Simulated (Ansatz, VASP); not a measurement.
**One calculation of LiMoF4, two programs**

INCAR

```
  ALGO = Normal
  EDIFF = 1E-6
  ENCUT = 520
  GGA = PE
  ISIF = 2
  ISMEAR = 0
  ISPIN = 2
  LASPH = T
  LCHARG = F
  LMAXMIX = 4
  LORBIT = 11
  LREAL = F
  LWAVE = F
  MAGMOM = 0 1 0 0 0 0
  NBANDS = 36
  NELM = 150
  PREC = Accurate
  SIGMA = 0.1
```

KPOINTS

```
k-points
0
Gamma
  4 4 4
```

Contents of POSCAR:

```
LiMoF4
1.0
    3.9600000000      0.0000000000      0.0000000000
    0.0000000000      3.9600000000      0.0000000000
    0.0000000000      0.0000000000      6.4494897400
Li Mo F
1 1 4
Direct
    0.5000000000      0.5000000000      0.5000000000
    0.0000000000      0.0000000000      0.0000000000
    0.0000000000      0.0000000000      0.6898979500
    0.5000000000      0.0000000000      0.0000000000
    0.0000000000      0.5000000000      0.0000000000
    0.0000000000      0.0000000000      0.3101020500
```

Input for Ansatz:

```yaml
crystal:
  lattice:
    - [3.96, 0.0, 0.0]
    - [0.0, 3.96, 0.0]
    - [0.0, 0.0, 6.44948974]
  atoms:
    - { symbol: Li, position: [0.5, 0.5, 0.5] }
    - { symbol: Mo, position: [0.0, 0.0, 0.0], spin: 1.0 }
    - { symbol: F, position: [0.0, 0.0, 0.68989795] }
    - { symbol: F, position: [0.5, 0.0, 0.0] }
    - { symbol: F, position: [0.0, 0.5, 0.0] }
    - { symbol: F, position: [0.0, 0.0, 0.31010205] }
basis:
  ecutwfc: 420
kpoints:
  mp_grid: { grid: [4, 4, 4] }
hamiltonian:
  xc: pbe
scf:
  occupations: { method: gaussian, width: 0.1 }
  lower_state_search: "off"
output:
  forces: true
  stress: true
  eigenvalues: true
  populations: true
magnetization:
  spin_polarized: true
```

Alike in both runs: task single point; functional PBE; k mesh 4 × 4 × 4; occupations gaussian, width 0.1 eV; collinear spin.

|  | VASP | Ansatz |
| --- | --- | --- |
| version | VASP 6.6.1 | Ansatz 0.2.0 |
| potentials or method | VASP PAW PBE potentials, release 64 (Li_sv, Mo_sv, F), cutoff 520 eV | scalar-relativistic, plane waves, PAW |
| valence electrons in the cell | 45 | 45 |

|  | VASP | Ansatz | Ansatz less VASP |
| --- | --- | --- | --- |
| gap on the k mesh at the Fermi level (eV) | none | none | - |
| rms of the force components (eV/Å) | 0.189 | 0.161 | -0.0279 |
| net moment per atom (μB) | 0.49 | 0.49 | +0.001 |
| size of the moment on the site where the two differ most (μB) | 2.45 | 1.53 | -0.918 |

Site moments also hang on the region over which each program counts them. Atom by atom the forces differ by 0.028 eV/Å (rms over components). A gap of «none» marks a metal or a gap that the smearing closes.

The k mesh is coarse, so the values compare programs but aren't converged. Noted on VASP's run: the cutoff is under 1.25 times that of the potentials, so the pressure is a little rough.
